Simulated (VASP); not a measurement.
# LiF (P31m) in VASP: relaxation of cell and atoms with PBE

Aim: the relaxation of cell and atoms of LiF with PBE.

Everything below comes from runs of VASP 6.6.1. Logs are shortened: lines on timing, memory, paths and dates and some standing lists are left out, and cuts for length are marked.

**1. The cell of the first run**

The typed cell holds 6 atoms: a = 3.966 Å, b = 3.966 Å, c = 4.815 Å, α = 90.00°, β = 90.00°, γ = 120.00°.

**2. Relaxation of cell and atoms, PBE**

INCAR reads:

```
ALGO = Normal
EDIFF = 1E-6
EDIFFG = -0.04
ENCUT = 600
GGA = PE
IBRION = 2
ISIF = 3
ISMEAR = 0
LASPH = T
LCHARG = F
LREAL = F
LWAVE = F
NELM = 80
NSW = 90
PREC = Accurate
SIGMA = 0.1
```

KPOINTS reads:

```
k-points
0
Gamma
  6 6 4
```

POSCAR reads:

```
LiF
1.0
    3.9656973823      0.0000000000      0.0000000000
   -1.9828486912      3.4343946768      0.0000000000
    0.0000000000      0.0000000000      4.8153156965
Li F
3 3
Direct
    0.0000000000      0.3805134976      0.0003923358
    0.6194865024      0.6194865024      0.0003923358
    0.3805134976      0.0000000000      0.0003923358
    0.3333333333      0.3333333333      0.5000000000
    0.0000000000      0.6666666667      0.5000000000
    0.6666666667      0.0000000000      0.5000000000
```

Potentials or basis: VASP PAW PBE potentials, release 64 (Li_sv, F).

Command:

```bash
cat potpaw_PBE.64/Li_sv/POTCAR potpaw_PBE.64/F/POTCAR > POTCAR
mpirun -np 1 vasp_std > vasp.out
```

OUTCAR:

```text
EDIFF = 1E-6
   EDIFFG = -0.04
   ENCUT = 600
   GGA = PE
   IBRION = 2
   ISIF = 3
   ISMEAR = 0
   LASPH = T
   LREAL = F
   NELM = 80
   NSW = 90
   PREC = Accurate

 ion  position               nearest neighbor table
   1  0.000  0.381  0.000-   3 2.15   2 2.15   3 2.15   2 2.15
   2  0.619  0.619  0.000-   1 2.15   3 2.15   1 2.15   3 2.15
   3  0.381  0.000  0.000-   1 2.15   1 2.15   2 2.15   2 2.15
   4  0.333  0.333  0.500-
   5  0.000  0.667  0.500-
   6  0.667  0.000  0.500-

  LATTYP: Found a hexagonal cell.
 ALAT       =     3.9656973823
 C/A-ratio  =     1.2142418426

  Lattice vectors:

 A1 = (   3.9656973823,   0.0000000000,   0.0000000000)
 A2 = (  -1.9828486912,   3.4343946768,   0.0000000000)
 A3 = (   0.0000000000,   0.0000000000,   4.8153156965)

Analysis of symmetry for initial positions (statically):
=====================================================================
 Subroutine PRICEL returns:
 Original cell was already a primitive cell.

 Routine SETGRP: Setting up the symmetry group for a
 hexagonal supercell.

 Subroutine GETGRP returns: Found  6 space group operations
 (whereof  6 operations were pure point group operations)
 out of a pool of 24 trial point group operations.

The static configuration has the point symmetry C_3v.

Analysis of symmetry for dynamics (positions and initial velocities):
=====================================================================
 Subroutine PRICEL returns:
 Original cell was already a primitive cell.

 Routine SETGRP: Setting up the symmetry group for a
 hexagonal supercell.

 Subroutine GETGRP returns: Found  6 space group operations
 (whereof  6 operations were pure point group operations)
 out of a pool of 24 trial point group operations.

The dynamic configuration has the point symmetry C_3v.

 Subroutine INISYM returns: Found  6 space group operations
 (whereof  6 operations are pure point group operations),
 and found     1 'primitive' translations

----------------------------------------------------------------------------------------

                                     Primitive cell

  volume of cell :      65.5835

  direct lattice vectors                    reciprocal lattice vectors
     3.965697382  0.000000000  0.000000000     0.252162458  0.145586063  0.000000000
[... 84 lines left out ...]
   PREC   = accura    normal or accurate (medium, high low for compatibility)
   ISTART =      0    job   : 0-new  1-cont  2-samecut
   ICHARG =      2    charge: 1-file 2-atom 10-const
   ISPIN  =      1    spin polarized calculation?
   LNONCOLLINEAR =      F non collinear calculations
   LSORBIT =      F    spin-orbit coupling
   LASPH  =      T    aspherical Exc in radial PAW
   ENCUT  =  600.0 eV  44.10 Ry    6.64 a.u.   7.92  7.92  9.62*2*pi/ulx,y,z
   NELM   =     80;   NELMIN=  2; NELMDL= -5     # of ELM steps
   EDIFF  = 0.1E-05   stopping-criterion for ELM
   LREAL  =      F    real-space projection
   EDIFFG = -.4E-01   stopping-criterion for IOM
   NSW    =     90    number of steps for IOM
   IBRION =      2    ionic relax: 0-MD 1-quasi-New 2-CG
   NFREE  =      1    steps in history (QN), initial steepest desc. (CG)
   ISIF   =      3    stress and relaxation
   ISYM   =      2    0-nonsym 1-usesym 2-fastsym
   POTIM  = 0.5000    time-step for ionic-motion
   TEBEG  =    0.0;   TEEND  =   0.0 temperature during run
   PSTRESS=    0.0 pullay stress
   NELECT =      30.0000    total number of electrons
   NUPDOWN=      -1.0000    fix difference up-down
   EMIN   =  10.00;   EMAX   =-10.00  energy-range for DOS
   EFERMI =   0.00;   METHOD = LEGACY
   ISMEAR =     0;   SIGMA  =   0.10  broadening in eV -4-tet -1-fermi 0-gaus
   EFERMI_NEDOS =   21; number of points for ismear=-14 and -15
   IALGO  =     38    algorithm
   IMIX   =      4    mixing-type and parameters
     AMIX     =   0.40;   BMIX     =  1.00
     AMIX_MAG =   1.60;   BMIX_MAG =  1.00
  volume/ion in A,a.u.               =      10.93        73.76
  Fermi-wavevector in a.u.,A,eV,Ry     =   1.261393  2.383687 21.648396  1.591112
  Thomas-Fermi vector in A             =   2.394854
   LORBIT       =      0    0 simple, 1 ext, 2 COOP (PROOUT), +10 PAW based schemes
   GGA     = PE    functional components
   LHFCALC =     F    Hartree Fock is set to
   AEXX    =    0.0000 exact exchange contribution
   IVDW    =     0    specifies the selected vdW correction
   LEPSILON=     F    determine dielectric tensor
   LRPA    =     F    only Hartree local field effects (RPA)
 conjugate gradient relaxation of ions
 non-spin polarized calculation
 Gauss-broadening in eV      SIGMA  =   0.10
  energy-cutoff  :      600.00
  volume of cell :       65.58
 maximum number of plane-waves:      2220
   NGX = 15   NGY = 15   NGZ = 19

--------------------------------------- Ionic step        1  -------------------------------------------

 number of electron      29.9999984 magnetization

 Free energy of the ion-electron system (eV)
  ---------------------------------------------------
  ext. energy  EPLUGINS =         0.00000000
  ---------------------------------------------------
  free energy    TOTEN  =       -11.44370766 eV

  energy without entropy =      -11.41913658  energy(sigma->0) =      -11.43142212

------------------------ aborting loop because EDIFF is reached ----------------------------------------

  FORCE on cell =-STRESS in cart. coord.  units (eV):
  Direction    XX          YY          ZZ          XY          YZ          ZX
  --------------------------------------------------------------------------------------
  -------------------------------------------------------------------------------------
  Total       17.9474065     17.9474065    -21.4381856     -0.0000000      0.0000000      0.0000000
  in kB      438.4476469    438.4476469   -523.7259236     -0.0000000      0.0000000      0.0000000
  external PRESSURE =     117.7231234 kB  Pullay stress =       0.0000000 kB
[... 1697 lines left out ...]
      6     -21.3836      2.00000
[... 11 lines left out ...]
     18       7.7785      0.00000
     19       9.5873      0.00000

[... ionic steps 4 to 11 ...]

--------------------------------------- Ionic step       12  -------------------------------------------

 number of electron      30.0000001 magnetization

------------------------ aborting loop because EDIFF is reached ----------------------------------------
[... 75 lines left out ...]
--------------------------------------- Ionic step       14  -------------------------------------------

 number of electron      30.0000001 magnetization

 Free energy of the ion-electron system (eV)
  ---------------------------------------------------
  ext. energy  EPLUGINS =         0.00000000
  ---------------------------------------------------
  free energy    TOTEN  =       -28.08450005 eV

  energy without entropy =      -28.08450005  energy(sigma->0) =      -28.08450005

 E-fermi :  -0.0305     XC(G=0):  -9.8047

 val. band max:       -0.6254937771   @ k =   0.0000   0.0000   0.0000
 cond. band min:       7.5407107085   @ k =   0.0000   0.0000   0.0000
 fundamental gap:      8.1662044856
 Fermi energy:        -0.0305404232
[... 559 lines left out ...]
  FREE ENERGIE OF THE ION-ELECTRON SYSTEM (eV)
  ---------------------------------------------------
  free  energy   TOTEN  =       -28.0845000508 eV

  energy  without entropy=      -28.0845000508  energy(sigma->0) =      -28.08450005

 reached required accuracy - stopping structural energy minimisation
```

CONTCAR:

```text
LiF
   1.00000000000000
     4.7644540268693891   -0.0000000000069122    0.0000000000000000
    -2.3822270135007515    4.1261382224451415   -0.0000000000000000
     0.0000000000000000   -0.0000000000000000    2.5650282382582503
  Li              F
     3     3
Direct
     0.0000000000000083    0.3332615660344943    0.0002094046573429
     0.6667384339654712    0.6667384339654844    0.0002094046573429
     0.3332615660345208    0.0000000000000213    0.0002094046573429
     0.3331286017887973    0.3331286017887980    0.5001829311426581
     0.0000000000000006    0.6668713982112007    0.5001829311426581
     0.6668713982112022    0.0000000000000013    0.5001829311426581

  0.00000000E+00  0.00000000E+00  0.00000000E+00
  0.00000000E+00  0.00000000E+00  0.00000000E+00
  0.00000000E+00  0.00000000E+00  0.00000000E+00
  0.00000000E+00  0.00000000E+00  0.00000000E+00
  0.00000000E+00  0.00000000E+00  0.00000000E+00
  0.00000000E+00  0.00000000E+00  0.00000000E+00
```

Wall time 9.3 min (1 thread of AMD EPYC 7R13, shared host); peak memory 0.17 GiB.

Results:

```
Free energy                            : -28.0845 eV
Relaxed volume                         : 8.40 Å³/atom
Relaxed cell                           : a = 4.764 Å, b = 4.764 Å, c = 2.565 Å, α = 90.00°, β = 90.00°, γ = 120.00°
Space group after relaxing (to 0.05 Å) : P-6m2 (No. 187)
Energy gained by relaxing              : 2773.5 meV/atom
Ionic steps                            : 14
Pressure after relaxing                : 0.0 GPa
Largest force after relaxing           : 0.007 eV/Å
Band gap on the k mesh                 : 8.17 eV, direct
```

Forces in eV/Å, atoms in the order of the input:
```
Li   0.000  0.000  0.000
Li   0.000  0.000  0.000
Li   0.000  0.000  0.000
F    0.003  0.006  0.000
F    0.003 -0.006  0.000
F   -0.007  0.000  0.000
```

Stress tensor (GPa, compression positive):
```
-0.07  0.00  0.00
 0.00 -0.07  0.00
 0.00  0.00  0.21
```

The path:
| step | energy change (eV) | largest force (eV/Å) | pressure (GPa) | volume (Å³) |
| --- | --- | --- | --- | --- |
| 1 | 0.0000 | 1.0423 | 11.77 | 65.58 |
| 2 | -9.4138 | 0.5312 | -6.75 | 71.07 |
| 3 | 14.5988 | 0.0273 | -2.07 | 50.66 |
| 4 | -13.8150 | 0.2401 | -13.91 | 71.91 |
| 5 | -14.9592 | 0.1645 | -18.31 | 71.11 |
| 6 | -16.4045 | 0.1610 | -9.69 | 56.75 |
| 7 | -16.4688 | 0.1688 | -6.29 | 53.98 |
| 8 | -16.4686 | 0.1702 | -5.75 | 53.58 |
| 9 | -16.6283 | 0.1734 | 0.27 | 50.38 |
| 10 | -16.6283 | 0.1735 | 0.27 | 50.38 |
| 11 | -16.6341 | 0.1283 | 0.08 | 50.45 |
| 12 | -16.6402 | 0.0209 | -0.29 | 50.61 |
| 13 | -16.6402 | 0.0157 | -0.28 | 50.62 |
| 14 | -16.6408 | 0.0066 | 0.02 | 50.43 |

Final structure:
```
Li F
1.0
     4.76445    0.00000    0.00000
    -2.38223    4.12614    0.00000
     0.00000    0.00000    2.56503
Li F
3 3
Direct
  0.00000 0.33326 0.00021
  0.66674 0.66674 0.00021
  0.33326 0.00000 0.00021
  0.33313 0.33313 0.50018
  0.00000 0.66687 0.50018
  0.66687 0.00000 0.50018
```

Caveat: the cutoff is under 1.25 times the usual one of these potentials, so pressure, stress and relaxed cells hold a basis-set (Pulay) error; the volume moved by over 15 % at a fixed basis, so the end points are rough. PBE gaps usually lie below the measured ones, often by a third to a half.
